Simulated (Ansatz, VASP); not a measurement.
# AlN in VASP and in Ansatz

The input INCAR:

```
PREC     = Accurate       # precision mode
ENCUT    = 520            # plane-wave cutoff, eV
EDIFF    = 1E-6           # SCF threshold, eV
ISMEAR   = 0              # smearing method
SIGMA    = 0.05           # smearing width, eV
LREAL    = False          # projectors in reciprocal space
LASPH    = True           # aspherical terms in the spheres
NELM     = 60             # most SCF steps
ALGO     = Normal         # electronic algorithm
ISIF     = 2              # what is computed and relaxed
LWAVE    = False          # write WAVECAR
LCHARG   = False          # write CHGCAR
GGA      = PE             # functional
NBANDS   = 26             # bands
```

KPOINTS

```
Automatic mesh
0
Gamma
  8 6 4
```

The input POSCAR:

```
AlN
1.0
   -3.3134793387      0.0000000000      0.0000000000
    0.0000000000      0.0000000000     -4.1875902400
    0.0000000000     -5.7391145645      0.0000000000
Al N
4 4
Direct
    0.5333184513      0.2423139018      0.1666666667
   -0.0333184513      0.2423139018      0.6666666667
    0.0333184513      0.7423139018      0.3333333333
    0.4666815487      0.7423139018      0.8333333333
    0.5321024605      0.7648056511      0.1666666667
   -0.0321024605      0.7648056511      0.6666666667
    0.0321024605      0.2648056511      0.3333333333
    0.4678975395      0.2648056511      0.8333333333
```

Input for Ansatz:

```yaml
crystal:
  lattice:
    - [-3.3134793387, 0.0, 0.0]
    - [0.0, 0.0, -4.18759024]
    - [0.0, -5.7391145645, 0.0]
  atoms:
    - { symbol: Al, position: [0.5333184513, 0.2423139018, 0.1666666667] }
    - { symbol: Al, position: [-0.0333184513, 0.2423139018, 0.6666666667] }
    - { symbol: Al, position: [0.0333184513, 0.7423139018, 0.3333333333] }
    - { symbol: Al, position: [0.4666815487, 0.7423139018, 0.8333333333] }
    - { symbol: "N", position: [0.5321024605, 0.7648056511, 0.1666666667] }
    - { symbol: "N", position: [-0.0321024605, 0.7648056511, 0.6666666667] }
    - { symbol: "N", position: [0.0321024605, 0.2648056511, 0.3333333333] }
    - { symbol: "N", position: [0.4678975395, 0.2648056511, 0.8333333333] }
basis:
  ecutwfc: 520.0
kpoints:
  mp_grid: { grid: [8, 6, 4] }
hamiltonian:
  xc: pbe
  pseudopotentials: { kind: paw, azcp: { folder: soft_1 } }
scf:
  occupations: { method: gaussian, width: 0.05 }
output:
  forces: true
  stress: true
  eigenvalues: true
  write_density: true
  write_potential: true
  elf: true
  volumetric_format: npy
```

Change from the starting cell: mode 4 frozen in at -0.110 Å and mode 5 at -0.062 Å (largest displacements).

Alike in both runs: task single point; functional PBE; k mesh 8 × 6 × 4; occupations gaussian, width 0.05 eV; no spin polarisation.

|  | VASP | Ansatz |
| --- | --- | --- |
| version | VASP 6.6.1 | Ansatz 0.2.0 |
| potentials or method | VASP PAW PBE potentials, release 64 (Al, N), cutoff 520 eV | scalar-relativistic, plane waves, PAW |
| valence electrons in the cell | 32 | 32 |

|  | VASP | Ansatz | Ansatz less VASP |
| --- | --- | --- | --- |
| gap on the k mesh at the Fermi level (eV) | 3.26 | 3.25 | -0.008 |
| least direct gap on the mesh (eV) | 3.26 | 3.25 | -0.008 |
| pressure (GPa) | -0.1 | 0.1 | +0.18 |
| traceless stress, the component that is largest in VASP (GPa) | 2.46 | 2.34 | -0.116 |
| rms of the force components (eV/Å) | 0.198 | 0.196 | -0.0012 |

Atom by atom the forces differ by 0.001 eV/Å (rms over components). With one functional, cell and mesh, what is left measures potentials, basis and numerics.
